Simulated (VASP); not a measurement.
Al:

```xyz
1
Lattice="0.0000 2.0195 2.0195 2.0195 0.0000 2.0195 2.0195 2.0195 0.0000" Properties=species:S:1:pos:R:3 pbc="T T T"
Al    0.0000    0.0000    0.0000
```

Base run:

| Item | Value |
| --- | --- |
| Program | VASP 6.6.1 |
| Functional | r2SCAN |
| Potentials or basis | VASP PAW PBE potentials, release 64 (Al) |
| Cutoff | 550 eV |
| k mesh | 10 × 10 × 10 |
| Occupations | gaussian, width 0.1 eV |
| Spin | no spin polarisation |

Its results: pressure -3.8 GPa.

Task: After a change of settings the same cell gave: pressure -0.1 GPa. Which change was it?
A. functional from r2SCAN to PBE; cutoff from 550 eV to 520 eV
B. functional from r2SCAN to PBE; cutoff from 550 eV to 500 eV; dispersion from none to D3(BJ)
C. functional from r2SCAN to PBE; cutoff from 550 eV to 500 eV; k mesh from 10 × 10 × 10 to 4 × 4 × 4

Result: A.

Caveats: the PAW data sets were made with another functional, which shifts forces and pressure a little (some runs).
